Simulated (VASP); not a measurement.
A run of VASP 6.6.1 is set up as follows.

The input POSCAR:

```
KI
1.0
    0.0000000000      3.5445661619      3.5445661619
    3.5445661619      0.0000000000      3.5445661619
    3.5445661619      3.5445661619      0.0000000000
K I
1 1
Direct
   -0.0047909954      0.0078209853     -0.0098697551
    0.5003007192      0.4996134701      0.5016393879
```

Contents of INCAR.step1:

```
SYSTEM = KI
PREC = Accurate ; ENCUT = 520
ISMEAR = -1 ; SIGMA = 0.02
LREAL = .FALSE. ; LASPH = .TRUE.
NELM = 80 ; NBANDS = 15
GGA = PE ; ALGO = Normal
EDIFF = 1E-4 ; LWAVE = .TRUE.
LCHARG = .FALSE.
```

The input INCAR.step2:

```
SYSTEM = KI
PREC = Accurate ; ENCUT = 520
EDIFF = 1E-7 ; ISMEAR = -1
SIGMA = 0.02 ; LREAL = .FALSE.
LASPH = .TRUE. ; NELM = 80
ALGO = Normal ; ISIF = 2
LWAVE = .FALSE. ; LCHARG = .FALSE.
METAGGA = R2SCAN ; LMIXTAU = .TRUE.
NBANDS = 15 ; ISTART = 1
```

Contents of KPOINTS:

```
regular mesh
0
G
  4 4 4
  0 0 0
```

Potentials or basis: VASP PAW PBE potentials, release 64 (K_sv, I).

The run is started by

```console
$ cat potpaw_PBE.64/K_sv/POTCAR potpaw_PBE.64/I/POTCAR > POTCAR
$ cp INCAR.step1 INCAR
$ mpirun -np 1 vasp_std > vasp.out
$ cp INCAR.step2 INCAR
$ mpirun -np 1 vasp_std > vasp.out
```

(1) What does it give for the largest force?

(2) What does it give for the band gap on the k mesh?

(3) Predict the pressure.

Results:

(1) 0.070 eV/Å.

(2) 4.58 eV.

(3) 0.0 GPa.

Caveat: the atoms stand as in a frame of molecular dynamics; the PAW data sets were made with another functional, which shifts forces and pressure a little; spin-orbit coupling is left out, which moves the levels of the heavy elements.
